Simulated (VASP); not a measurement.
SnTe, 2 atoms in the cell. It takes space group Fm-3m (No. 225, cubic). The conventional cell has a = 6.129 Å, b = 6.129 Å, c = 6.129 Å, α = 90.00°, β = 90.00°, γ = 90.00°. Sn (site symmetry m-3m) has 6 Te at 3.06 Å within 4.0 Å. Within 4.0 Å of Te (site symmetry m-3m) lie 6 Sn at 3.06 Å. 

```yaml
Program: VASP 6.6.1
Task: single point
Functional: PBE
Potentials_or_basis: VASP PAW PBE potentials, release 64 (Sn_d, Te)
Cutoff: 520 eV
k_mesh: 5 × 5 × 5
Occupations: gaussian, width 0.01 eV
Spin: no spin polarisation
Dipole_correction: no
Further_INCAR_settings: ALGO = Normal; EDIFF = 1e-06; NBANDS = 17
```

Potentials or basis: VASP PAW PBE potentials, release 64 (Sn_d, Te).

Command:

```console
$ cat potpaw_PBE.64/Sn_d/POTCAR potpaw_PBE.64/Te/POTCAR > POTCAR
$ mpirun -np 1 vasp_std > vasp.out
```

Hardware: 1 thread of AMD EPYC 9R45 96-Core Processor (Zen 5), with other jobs on the host.

Problem. Estimate the wall time of this run.

Solution. Wall time 7.2 s on 1 thread of AMD EPYC 9R45 96-Core Processor (Zen 5) (shared host), peak memory 0.14 GiB. Counts: scf iterations 11, k points 10.
